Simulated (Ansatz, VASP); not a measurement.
CO2: VASP beside Ansatz

```
CELL_PARAMETERS angstrom
5.82527 0.00000 0.00000
0.00000 5.82527 0.00000
0.00000 0.00000 5.82527
ATOMIC_POSITIONS crystal
C 0.00000 0.00000 0.00000
C 0.50000 0.00000 0.50000
C 0.50000 0.50000 0.00000
C 0.00000 0.50000 0.50000
O 0.11589 0.11589 0.11589
O 0.38411 0.88411 0.61589
O 0.61589 0.38411 0.88411
O 0.88411 0.61589 0.38411
O 0.88411 0.88411 0.88411
O 0.61589 0.11589 0.38411
O 0.38411 0.61589 0.11589
O 0.11589 0.38411 0.61589
```

Alike in both runs: functional PBE; dispersion D3(BJ); k mesh 4 × 4 × 4; occupations gaussian, width 0.02 eV; no spin polarisation.

Ansatz relaxed the structure, and its values are those at the end. VASP's run is a single point on that final structure, the one shown.

|  | VASP | Ansatz |
| --- | --- | --- |
| version | VASP 6.6.1 | Ansatz 0.2.0 |
| potentials or method | VASP PAW PBE potentials, release 64 (C, O), cutoff 520 eV | scalar-relativistic, plane waves, PAW |
| valence electrons in the cell | 64 | 64 |

|  | VASP | Ansatz | Ansatz less VASP |
| --- | --- | --- | --- |
| gap on the k mesh at the Fermi level (eV) | 6.68 | 6.70 | +0.018 |
| least direct gap on the mesh (eV) | 6.68 | 6.70 | +0.018 |
| pressure (GPa) | 1.1 | -0.3 | -1.34 |
| rms of the force components (eV/Å) | 0.299 | 0.002 | -0.2973 |

One of these differences is far larger than is usual between the two programs; its cause wasn't traced. Ansatz's warnings: stress scf threshold loose.

Noted on VASP's run: the standard files for N, O and F lose accuracy on very short bonds.
